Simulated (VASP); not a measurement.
**GaN: relaxation of cell and atoms with r2SCAN**

GaN:

```
Ga N
1.0
     0.00000    2.27418    2.27418
     2.27418    0.00000    2.27418
     2.27418    2.27418    0.00000
Ga N
1 1
Direct
  0.00000 0.00000 0.00000
  0.25000 0.25000 0.25000
```

```json
{"Program": "VASP 6.6.1", "Task": "relaxation of cell and atoms", "Functional": "r2SCAN", "Potentials or basis": "VASP PAW PBE potentials, release 64 (Ga_d, N)", "Cutoff": "600 eV", "k mesh": "8 × 8 × 8", "Occupations": "fermi-dirac, width 0.02 eV", "Spin": "no spin polarisation", "Dipole correction": "no", "Further INCAR settings": "ALGO = Normal; EDIFF = 1e-06; IBRION = 2; EDIFFG = -0.005; NSW = 80; ISIF = 3"}
```

```
Relaxed volume                         : 11.44 Å³/atom
Relaxed cell                           : a = 3.187 Å, b = 3.187 Å, c = 3.187 Å, α = 60.00°, β = 60.00°, γ = 60.00°
Space group after relaxing (to 0.05 Å) : F-43m (No. 216)
Energy gained by relaxing              : 5.3 meV/atom
Ionic steps                            : 4
Pressure after relaxing                : -0.1 GPa
Band gap on the k mesh                 : 2.12 eV, direct
```

The path:
```
step  energy change (eV)  largest force (eV/Å)  pressure (GPa)  volume (Å³)
   1              0.0000                0.0000           -5.08        23.52
   2             -0.0005                0.0000            6.22        22.28
   3             -0.0106                0.0000            0.19        22.86
   4             -0.0106                0.0000           -0.06        22.88
```

Final structure:
```xyz
2
Lattice="0.0000 2.2534 2.2534 2.2534 0.0000 2.2534 2.2534 2.2534 0.0000" Properties=species:S:1:pos:R:3 pbc="T T T"
Ga    0.0000    0.0000    0.0000
N     1.1267    1.1267    1.1267
```

Levels at points of the mesh, in eV from the valence-band top:
| k point | band 5 | band 6 | band 7 | band 8 | band 9 | band 10 | band 11 | band 12 | band 13 |
| --- | --- | --- | --- | --- | --- | --- | --- | --- | --- |
| (0.00, 0.00, 0.00) | -13.48 | -13.48 | 0.00 | 0.00 | 0.00 | 2.12 | 11.00 | 11.00 | 11.01 |
| (0.50, 0.00, 0.00) | -13.44 | -12.35 | -7.16 | -1.00 | -1.00 | 5.16 | 9.44 | 11.00 | 11.00 |
| (0.50, 0.50, 0.00) | -13.40 | -11.97 | -6.22 | -2.78 | -2.78 | 3.77 | 7.24 | 12.58 | 14.94 |

Wall time 75 s on 1 thread of Intel(R) Xeon(R) 6975P-C (Granite Rapids) (shared host), peak memory 0.18 GiB.

Caveat: the PAW data sets were made with another functional, which shifts forces and pressure a little. r2SCAN opens gaps a little over a GGA but as a rule still falls short of measured ones.
